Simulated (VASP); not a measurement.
# SiC in VASP: a series of runs

The runs below take SiC through single point, with PBE.

All numbers are computed with VASP 6.6.1; they aren't measurements. Logs are shortened: lines on timing, memory, paths and dates and some standing lists are left out, and cuts for length are marked.

## (1) The cell of the first run

The cell holds a slab with vacuum, 4 atoms: a = 3.092 Å, b = 5.074 Å, c = 16.893 Å, α = 90.00°, β = 90.00°, γ = 90.00°.

## (2) Single point, PBE

File INCAR:

```
PREC = Accurate
ENCUT = 520
EDIFF = 1E-6
ISMEAR = -1
SIGMA = 0.02
LREAL = False
LASPH = True
NELM = 100
ALGO = Normal
ISIF = 2
LWAVE = False
LCHARG = False
LDIPOL = True
IDIPOL = 3
DIPOL = 0.5 0.5 0.500
GGA = PE
NBANDS = 16
```

File KPOINTS:

```
Automatic mesh
0
Gamma
  8 5 1
```

File POSCAR:

```
SiC
1.0
    3.0919181390      0.0000000000      0.0000000000
    0.0000000000      5.0742764844      0.0000000000
    0.0000000000      0.0000000000     16.8926000000
Si C
2 2
Direct
    0.7500000000      0.5620818710      0.4735813350
    0.2500000000      0.0620818710      0.5264186650
    0.7500000000      0.9379181290      0.4735813350
    0.2500000000      0.4379181290      0.5264186650
```

Potentials or basis: VASP PAW PBE potentials, release 64 (Si, C).

Started as:

```sh
$ cat potpaw_PBE.64/Si/POTCAR potpaw_PBE.64/C/POTCAR > POTCAR
$ mpirun -np 1 vasp_std > vasp.out
```

OUTCAR:

```text
PREC = Accurate
   ENCUT = 520
   EDIFF = 1E-6
   ISMEAR = -1
   LREAL = False
   LASPH = True
   NELM = 100
   ISIF = 2
   GGA = PE

 ion  position               nearest neighbor table
   1  0.750  0.562  0.474-   4 1.89   4 1.89   3 1.91   2 3.10   2 3.10   2 3.10   2 3.10
   2  0.250  0.062  0.526-   3 1.89   3 1.89   4 1.91   1 3.10   1 3.10   1 3.10   1 3.10
   3  0.750  0.938  0.474-   2 1.89   2 1.89   1 1.91
   4  0.250  0.438  0.526-   1 1.89   1 1.89   2 1.91

  LATTYP: Found a simple orthorhombic cell.
 ALAT       =     3.0919181390
 B/A-ratio  =     1.6411419243
 C/A-ratio  =     5.4634693548

  Lattice vectors:

 A1 = (   3.0919181390,   0.0000000000,   0.0000000000)
 A2 = (   0.0000000000,   5.0742764844,   0.0000000000)
 A3 = (   0.0000000000,   0.0000000000,  16.8926000000)

Analysis of symmetry for initial positions (statically):
=====================================================================
 Subroutine PRICEL returns:
 Original cell was already a primitive cell.

 Routine SETGRP: Setting up the symmetry group for a
 simple orthorhombic supercell.

 Subroutine GETGRP returns: Found  4 space group operations
 (whereof  1 operations were pure point group operations)
 out of a pool of  8 trial point group operations.

The static configuration has the point symmetry C_1 .
 The point group associated with its full space group is C_2v.

Analysis of symmetry for dynamics (positions and initial velocities):
=====================================================================
 Subroutine PRICEL returns:
 Original cell was already a primitive cell.

 Routine SETGRP: Setting up the symmetry group for a
 simple orthorhombic supercell.

 Subroutine GETGRP returns: Found  4 space group operations
 (whereof  1 operations were pure point group operations)
 out of a pool of  8 trial point group operations.

The dynamic configuration has the point symmetry C_1 .
 The point group associated with its full space group is C_2v.

 Subroutine INISYM returns: Found  4 space group operations
 (whereof  1 operations are pure point group operations),
 and found     1 'primitive' translations

----------------------------------------------------------------------------------------

                                     Primitive cell

  volume of cell :     265.0322

  direct lattice vectors                    reciprocal lattice vectors
     3.091918139  0.000000000  0.000000000     0.323423828  0.000000000  0.000000000
     0.000000000  5.074276484  0.000000000     0.000000000  0.197072431  0.000000000
     0.000000000  0.000000000 16.892600000     0.000000000  0.000000000  0.059197518

  length of vectors
     3.091918139  5.074276484 16.892600000     0.323423828  0.197072431  0.059197518

  position of ions in fractional coordinates (direct lattice)
     0.750000000  0.562081871  0.473581335
     0.250000000  0.062081871  0.526418665
     0.750000000  0.937918129  0.473581335
     0.250000000  0.437918129  0.526418665

  ion indices of the primitive-cell ions
   primitive index   ion index
                 1           1
                 2           2
                 3           3
                 4           4

----------------------------------------------------------------------------------------

 KPOINTS: Automatic mesh

Automatic generation of k-mesh.
 Grid dimensions read from file:
 generate k-points for:    8    5    1

 Generating k-lattice:

  Cartesian coordinates                     Fractional coordinates (reciprocal lattice)
     0.040427978  0.000000000  0.000000000     0.125000000  0.000000000  0.000000000
     0.000000000  0.039414486  0.000000000     0.000000000  0.200000000  0.000000000
     0.000000000  0.000000000  0.059197518     0.000000000  0.000000000  1.000000000

  Length of vectors
     0.040427978  0.039414486  0.059197518

  Shift w.r.t. Gamma in fractional coordinates (k-lattice)
     0.000000000  0.000000000  0.000000000

 Subroutine IBZKPT returns following result:
 ===========================================

 Found     15 irreducible k-points:

 Following reciprocal coordinates:
            Coordinates               Weight
  0.000000  0.000000  0.000000      1.000000
  0.125000  0.000000  0.000000      2.000000
  0.250000  0.000000  0.000000      2.000000
  0.375000  0.000000  0.000000      2.000000
  0.500000  0.000000  0.000000      1.000000
  0.000000  0.200000  0.000000      2.000000
  0.125000  0.200000  0.000000      4.000000
  0.250000  0.200000  0.000000      4.000000
  0.375000  0.200000  0.000000      4.000000
  0.500000  0.200000  0.000000      2.000000
  0.000000  0.400000  0.000000      2.000000
  0.125000  0.400000  0.000000      4.000000
  0.250000  0.400000  0.000000      4.000000
  0.375000  0.400000  0.000000      4.000000
  0.500000  0.400000  0.000000      2.000000
   k-points           NKPTS =     15   k-points in BZ     NKDIM =     15   number of bands    NBANDS=     16
   number of dos      NEDOS =    301   number of ions     NIONS =      4
   total plane-waves  NPLWV = 120960
   dimension x,y,z NGX =    24 NGY =   40 NGZ =  126
   dimension x,y,z NGXF=    48 NGYF=   80 NGZF=  252
   ions per type =               2   2
   NGX,Y,Z   is equivalent  to a cutoff of  12.90, 13.10, 12.40 a.u.
   NGXF,Y,Z  is equivalent  to a cutoff of  25.81, 26.21, 24.80 a.u.
 SYSTEM =  unknown system
   PREC   = accura    normal or accurate (medium, high low for compatibility)
   ISTART =      0    job   : 0-new  1-cont  2-samecut
   ICHARG =      2    charge: 1-file 2-atom 10-const
   ISPIN  =      1    spin polarized calculation?
   LNONCOLLINEAR =      F non collinear calculations
   LSORBIT =      F    spin-orbit coupling
   LASPH  =      T    aspherical Exc in radial PAW
   ENCUT  =  520.0 eV  38.22 Ry    6.18 a.u.   5.75  9.43 31.41*2*pi/ulx,y,z
   NELM   =    100;   NELMIN=  2; NELMDL= -5     # of ELM steps
   EDIFF  = 0.1E-05   stopping-criterion for ELM
   LREAL  =      F    real-space projection
   EDIFFG = 0.1E-04   stopping-criterion for IOM
   NSW    =      0    number of steps for IOM
   IBRION =     -1    ionic relax: 0-MD 1-quasi-New 2-CG
   NFREE  =      0    steps in history (QN), initial steepest desc. (CG)
   ISIF   =      2    stress and relaxation
   ISYM   =      2    0-nonsym 1-usesym 2-fastsym
   POTIM  = 0.5000    time-step for ionic-motion
   TEBEG  =    0.0;   TEEND  =   0.0 temperature during run
   PSTRESS=    0.0 pullay stress
   NELECT =      16.0000    total number of electrons
   NUPDOWN=      -1.0000    fix difference up-down
   EMIN   =  10.00;   EMAX   =-10.00  energy-range for DOS
   EFERMI =   0.00;   METHOD = LEGACY
   ISMEAR =    -1;   SIGMA  =   0.02  broadening in eV -4-tet -1-fermi 0-gaus
   EFERMI_NEDOS =   21; number of points for ismear=-14 and -15
   IALGO  =     38    algorithm
   IMIX   =      4    mixing-type and parameters
     AMIX     =   0.40;   BMIX     =  1.00
     AMIX_MAG =   1.60;   BMIX_MAG =  1.00
  volume/ion in A,a.u.               =      66.26       447.13
  Fermi-wavevector in a.u.,A,eV,Ry     =   0.642217  1.213615  5.611627  0.412443
  Thomas-Fermi vector in A             =   1.708814
   LORBIT       =      0    0 simple, 1 ext, 2 COOP (PROOUT), +10 PAW based schemes
   GGA     = PE    functional components
   LHFCALC =     F    Hartree Fock is set to
   AEXX    =    0.0000 exact exchange contribution
   IVDW    =     0    specifies the selected vdW correction
   LEPSILON=     F    determine dielectric tensor
   LRPA    =     F    only Hartree local field effects (RPA)
 non-spin polarized calculation
  energy-cutoff  :      520.00
  volume of cell :      265.03
 maximum number of plane-waves:      7176
 NGX is ok and might be reduce to    24
   NGX = 11   NGY = 19   NGZ = 63

 number of electron      15.9999999 magnetization

 dipolmoment           0.000000      0.000000      0.000000 electrons x Angstroem

 Free energy of the ion-electron system (eV)
  ---------------------------------------------------
  ext. energy  EPLUGINS =         0.00000000
  ---------------------------------------------------
  free energy    TOTEN  =       -25.36608182 eV

  energy without entropy =      -25.36608182  energy(sigma->0) =      -25.36608182

 E-fermi :  -2.3974     XC(G=0):  -2.8031

 val. band max:       -2.8449109265   @ k =   0.3750   0.0000   0.0000
 cond. band min:      -1.9490003230   @ k =   0.5000   0.4000   0.0000
 fundamental gap:      0.8959106035
 Fermi energy:        -2.3974326127

 k-point     1 :       0.0000    0.0000    0.0000
  band No.  band energies     occupation
      1     -16.1643      2.00000
      2     -12.8601      2.00000
      3     -10.1338      2.00000
      4      -6.8027      2.00000
      5      -4.7001      2.00000
      6      -4.4388      2.00000
[... 8 lines left out ...]
     15       3.2037      0.00000
     16       4.1371      0.00000

 k-point     2 :       0.1250    0.0000    0.0000
  band No.  band energies     occupation
      1     -15.9686      2.00000
      2     -12.7371      2.00000
      3      -9.9708      2.00000
      4      -6.6056      2.00000
      5      -5.7125      2.00000
      6      -4.5112      2.00000
[... 8 lines left out ...]
     15       3.2950      0.00000
     16       4.4308      0.00000

 k-point     3 :       0.2500    0.0000    0.0000
  band No.  band energies     occupation
      1     -15.3928      2.00000
      2     -12.4668      2.00000
      3      -9.5626      2.00000
      4      -7.3310      2.00000
      5      -5.9851      2.00000
      6      -5.5987      2.00000
[... 8 lines left out ...]
     15       4.6121      0.00000
     16       4.9190      0.00000
[... 191 lines left out ...]
 k-point    14 :       0.3750    0.4000    0.0000
  band No.  band energies     occupation
      1     -13.8770      2.00000
      2     -13.2506      2.00000
      3      -9.5828      2.00000
      4      -8.9584      2.00000
      5      -5.9156      2.00000
      6      -5.1574      2.00000
[... 8 lines left out ...]
     15       4.9146      0.00000
     16       5.0062      0.00000

 k-point    15 :       0.5000    0.4000    0.0000
  band No.  band energies     occupation
      1     -13.1210      2.00000
      2     -13.1210      2.00000
      3      -9.9797      2.00000
      4      -9.9797      2.00000
      5      -5.3123      2.00000
      6      -5.3123      2.00000
[... 8 lines left out ...]
     15       5.5467      0.00000
     16       5.5467      0.00000

------------------------ aborting loop because EDIFF is reached ----------------------------------------

 vacuum level on the upper side and lower side of the slab       (xc-potential included)        -0.100        -0.100

  FORCE on cell =-STRESS in cart. coord.  units (eV):
  Direction    XX          YY          ZZ          XY          YZ          ZX
  --------------------------------------------------------------------------------------
  -------------------------------------------------------------------------------------
  Total       -3.1720318     -1.4364508     -5.3304144      0.0000000      0.0000000      0.0000000
  in kB      -19.1756240     -8.6836586    -32.2235174      0.0000000      0.0000000      0.0000000
  external PRESSURE =     -20.0276000 kB  Pullay stress =       0.0000000 kB

 VOLUME and BASIS-vectors are now :
 -----------------------------------------------------------------------------
  energy-cutoff  :      520.00
  volume of cell :      265.03
      direct lattice vectors                 reciprocal lattice vectors
     3.091918139  0.000000000  0.000000000     0.323423828  0.000000000  0.000000000
     0.000000000  5.074276484  0.000000000     0.000000000  0.197072431  0.000000000
     0.000000000  0.000000000 16.892600000     0.000000000  0.000000000  0.059197518

 POSITION                                       TOTAL-FORCE (eV/Angst)
 -----------------------------------------------------------------------------------
      2.31894      2.85216      8.00002         0.000000      0.348101      3.587710
      0.77298      0.31502      8.89258         0.000000      0.348101     -3.587710
      2.31894      4.75926      8.00002         0.000000     -0.348101      2.370596
      0.77298      2.22212      8.89258        -0.000000     -0.348101     -2.370596
 -----------------------------------------------------------------------------------
    total drift:                                0.000000      0.000066     -0.000000

  FREE ENERGIE OF THE ION-ELECTRON SYSTEM (eV)
  ---------------------------------------------------
  free  energy   TOTEN  =       -25.3660818242 eV

  energy  without entropy=      -25.3660818242  energy(sigma->0) =      -25.36608182

 vacuum level on the upper side and lower side of the slab         1.995         1.995
```

It took 50 s on 1 thread of Intel Xeon 6975P-C (Granite Rapids), shared host; peak memory 0.35 GiB.

Results:

| Property | Result |
| --- | --- |
| Free energy | -25.3661 eV |
| Largest force | 3.605 eV/Å |
| Band gap on the k mesh | 0.90 eV (least direct gap 0.90 eV) |

Forces on the atoms (eV/Å):
```
Si   0.000  0.348  3.588
Si   0.000  0.348 -3.588
C    0.000 -0.348  2.371
C    0.000 -0.348 -2.371
```

[end of part 1 of 2]
